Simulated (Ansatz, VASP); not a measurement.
**One calculation of BN, two programs**

```
CELL_PARAMETERS angstrom
0.00000 1.80483 1.80483
1.80483 0.00000 1.80483
1.80483 1.80483 0.00000
ATOMIC_POSITIONS crystal
B 0.00000 0.00000 0.00000
N 0.25000 0.25000 0.25000
```

Alike in both runs: task single point; functional PBE; k mesh 12 × 12 × 12; occupations fermi-dirac, width 0.02 eV; no spin polarisation.

```csv
,VASP,Ansatz
version,VASP 6.6.1,Ansatz 0.2.0
potentials or method,"VASP PAW PBE potentials, release 64 (B, N)","plane waves, PAW"
plane-wave cutoff (eV),520,420
valence electrons in the cell,8,8
```

|  | VASP | Ansatz | Ansatz less VASP |
| --- | --- | --- | --- |
| gap on the k mesh at the Fermi level (eV) | 4.46 | 4.48 | +0.012 |
| pressure (GPa) | 5.0 | 4.7 | -0.28 |
